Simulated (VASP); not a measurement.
# TiO2 (I4_1/amd) in VASP: a series of runs, part 2 of 2

VASP 6.6.1. Earlier steps stand in the parts before.

### Step 3. Single point, PBE

This run uses another cell than the first one, of 11.66 Å³/atom.

INCAR

```
SYSTEM = TiO2
PREC = Accurate ; ENCUT = 520
EDIFF = 1E-6 ; ISMEAR = 0
SIGMA = 0.02 ; LREAL = .FALSE.
LASPH = .TRUE. ; NELM = 60
ALGO = Normal ; ISIF = 2
LWAVE = .FALSE. ; LCHARG = .TRUE.
GGA = PE ; LELF = .TRUE.
LVHAR = .TRUE. ; NBANDS = 33
```

KPOINTS

```
regular mesh
0
G
  10 10 10
  0 0 0
```

POSCAR

```
TiO2
1.0
   -1.8996082691      1.8996082691      4.8485069482
    1.8996082691     -1.8996082691      4.8485069482
    1.8996082691      1.8996082691     -4.8485069482
Ti O
2 4
Direct
    0.0000000000      0.0000000000      0.0000000000
    0.7500000000      0.2500000000      0.5000000000
    0.2064947467      0.2064947467      0.0000000000
    0.9564947467      0.4564947467      0.5000000000
    0.5435052533      0.0435052533      0.5000000000
    0.7935052533      0.7935052533      0.0000000000
```

Potentials or basis: VASP PAW PBE potentials, release 64 (Ti_sv, O).

Started as:

```sh
cat potpaw_PBE.64/Ti_sv/POTCAR potpaw_PBE.64/O/POTCAR > POTCAR
mpirun -np 1 vasp_std > vasp.out
```

Wall time 7.3 min (1 thread of Intel Xeon Platinum 8259CL at 2.50GHz (Skylake/Cascade Lake), shared host); peak memory 0.37 GiB.

It converged, with:

| Property | Result |
| --- | --- |
| Free energy | -53.8647 eV |
| Pressure | 0.7 GPa |
| Largest force | 0.019 eV/Å |
| Band gap on the k mesh | 2.11 eV (least direct gap 2.41 eV) |

Forces in eV/Å, atoms in the order of the input:
```
Ti   0.000  0.000  0.000
Ti   0.000  0.000  0.000
O    0.000  0.000  0.019
O    0.000  0.000  0.019
O    0.000  0.000 -0.019
O    0.000  0.000 -0.019
```

Stress tensor (GPa, compression positive):
```
0.65 0.00 0.00
0.00 0.65 0.00
0.00 0.00 0.74
```

Levels at points of the mesh, in eV from the valence-band top:
| k point | band 22 | band 23 | band 24 | band 25 | band 26 | band 27 |
| --- | --- | --- | --- | --- | --- | --- |
| (0.00, 0.00, 0.00) | -0.78 | -0.41 | -0.41 | 2.11 | 2.78 | 3.97 |
| (0.50, 0.00, 0.00) | -0.87 | -0.84 | -0.63 | 3.19 | 3.46 | 3.51 |
| (0.50, 0.50, 0.00) | -1.97 | -0.04 | -0.04 | 3.21 | 3.21 | 3.69 |
| (0.50, 0.50, 0.50) | -1.23 | -0.09 | -0.09 | 2.43 | 2.43 | 3.70 |

A k mesh can miss the band edges. PBE gaps usually lie below the measured ones, often by a third to a half.

### Step 4. Single point, PBE (12.01 Å³/atom)

This run uses another cell than the first one, of 12.01 Å³/atom.

INCAR

```
SYSTEM = TiO2
ALGO = Normal ; EDIFF = 1E-7
ENCUT = 520 ; GGA = PE
ISIF = 2 ; ISMEAR = 0
LASPH = .TRUE. ; LCHARG = .FALSE.
LREAL = .FALSE. ; LWAVE = .FALSE.
NBANDS = 33 ; NELM = 100
PREC = Accurate ; SIGMA = 0.02
```

KPOINTS

```
k-points
0
G
  10 10 10
  0 0 0
```

POSCAR

```
TiO2
1.0
   -1.9101815784      1.9101815784      4.9388296298
    1.9101815784     -1.9101815784      4.9388296298
    1.9101815784      1.9101815784     -4.9388296298
Ti O
2 4
Direct
    0.0000000000      0.0000000000      0.0000000000
    0.7500000000      0.2500000000      0.5000000000
    0.2044250410      0.2044250410      0.0000000000
    0.9544250410      0.4544250410      0.5000000000
    0.5455749590      0.0455749590      0.5000000000
    0.7955749590      0.7955749590      0.0000000000
```

Potentials or basis: VASP PAW PBE potentials, release 64 (Ti_sv, O).

Started as:

```sh
cat potpaw_PBE.64/Ti_sv/POTCAR potpaw_PBE.64/O/POTCAR > POTCAR
mpirun -np 1 vasp_std > vasp.out
```

OUTCAR:

```text
SYSTEM = TiO2
   EDIFF = 1E-7
   ENCUT = 520
   GGA = PE
   ISIF = 2
   ISMEAR = 0
   LASPH = .TRUE.
   LREAL = .FALSE.
   NELM = 100
   PREC = Accurate

 ion  position               nearest neighbor table
   1  0.000  0.000  0.000-   5 1.96   4 1.96   5 1.96   4 1.96   3 2.02   6 2.02
   2  0.750  0.250  0.500-   6 1.96   3 1.96   6 1.96   3 1.96   4 2.02   5 2.02
   3  0.204  0.204  0.000-   2 1.96   2 1.96   1 2.02
   4  0.954  0.454  0.500-   1 1.96   1 1.96   2 2.02
   5  0.546  0.046  0.500-   1 1.96   1 1.96   2 2.02
[... 1075 lines left out ...]
  -------------------------------------------------------------------------------------
  Total       -1.9385606     -1.9385606     -1.9011646      0.0000000      0.0000000      0.0000000
  in kB      -43.0880282    -43.0880282    -42.2568343      0.0000000      0.0000000      0.0000000
  external PRESSURE =     -42.8109636 kB  Pullay stress =       0.0000000 kB

 VOLUME and BASIS-vectors are now :
 -----------------------------------------------------------------------------
  energy-cutoff  :      520.00
  volume of cell :       72.08
      direct lattice vectors                 reciprocal lattice vectors
    -1.910181578  1.910181578  4.938829630     0.000000000  0.261755220  0.101238560
     1.910181578 -1.910181578  4.938829630     0.261755220  0.000000000  0.101238560
     1.910181578  1.910181578 -4.938829630     0.261755220  0.261755220  0.000000000

 POSITION                                       TOTAL-FORCE (eV/Angst)
 -----------------------------------------------------------------------------------
      0.00000      0.00000      0.00000         0.000000      0.000000      0.000000
     -0.00000      1.91018      2.46941         0.000000      0.000000     -0.000000
      0.00000      0.00000      2.01924        -0.000000      0.000000      0.015601
      0.00000      1.91018      4.48866         0.000000     -0.000000      0.015601
      0.00000      1.91018      0.45017         0.000000     -0.000000     -0.015601
      0.00000      0.00000      7.85842        -0.000000      0.000000     -0.015601
 -----------------------------------------------------------------------------------
    total drift:                               -0.000000     -0.000000      0.000000

  FREE ENERGIE OF THE ION-ELECTRON SYSTEM (eV)
  ---------------------------------------------------
  free  energy   TOTEN  =       -53.8425049517 eV

  energy  without entropy=      -53.8425049517  energy(sigma->0) =      -53.84250495
```

stdout:

```text
POSCAR found type information on POSCAR TiO
 POSCAR found :  2 types and       6 ions
 scaLAPACK will be used
 LDA part: xc-table for (Slater+PW92), standard interpolation
 POSCAR, INCAR and KPOINTS ok, starting setup
 FFT: planning ... GRIDC
 FFT: planning ... GRID_SOFT
 FFT: planning ... GRID
 WAVECAR not read
 entering main loop
```

It took 9 min on 1 thread of Intel Xeon Platinum 8259CL at 2.50GHz (Skylake/Cascade Lake), shared host; peak memory 0.38 GiB.

Results:

| Property | Result |
| --- | --- |
| Free energy | -53.8425 eV |
| Pressure | -4.3 GPa |
| Largest force | 0.016 eV/Å |
| Band gap on the k mesh | 2.12 eV (least direct gap 2.36 eV) |

Forces on the atoms (eV/Å):
```
Ti   0.000  0.000  0.000
Ti   0.000  0.000  0.000
O    0.000  0.000  0.016
O    0.000  0.000  0.016
O    0.000  0.000 -0.016
O    0.000  0.000 -0.016
```

Stress tensor (GPa, compression positive):
```
-4.31  0.00  0.00
 0.00 -4.31  0.00
 0.00  0.00 -4.23
```

Caveat: the cell stands under tension. A k mesh can miss the band edges.

### Step 5. Summary

```tsv
cell	gap on the mesh (eV)	pressure (GPa)	largest force (eV/Å)
a = 5.449 Å, angles 139.4, 139.4, 58.8°, 6 atoms, atomic positions A	2.09	6.2	0.02
a = 5.543 Å, angles 139.9, 139.9, 58.0°, 6 atoms, atomic positions B	2.11	0.7	0.02
a = 5.629 Å, angles 140.3, 140.3, 57.4°, 6 atoms, atomic positions C	2.12	-4.3	0.02
```

Alike in all rows: task single point; level PBE; potentials or basis VASP PAW PBE potentials, release 64 (Ti_sv, O); no spin polarisation; k mesh 10 × 10 × 10; cutoff (eV) 520; smearing gaussian 0.02 eV.

Caveats: the cell stands under pressure (at least some runs); the cell stands under tension (at least some runs).

Total energies depend on the potentials used, so only differences within one code and one set of settings carry meaning.
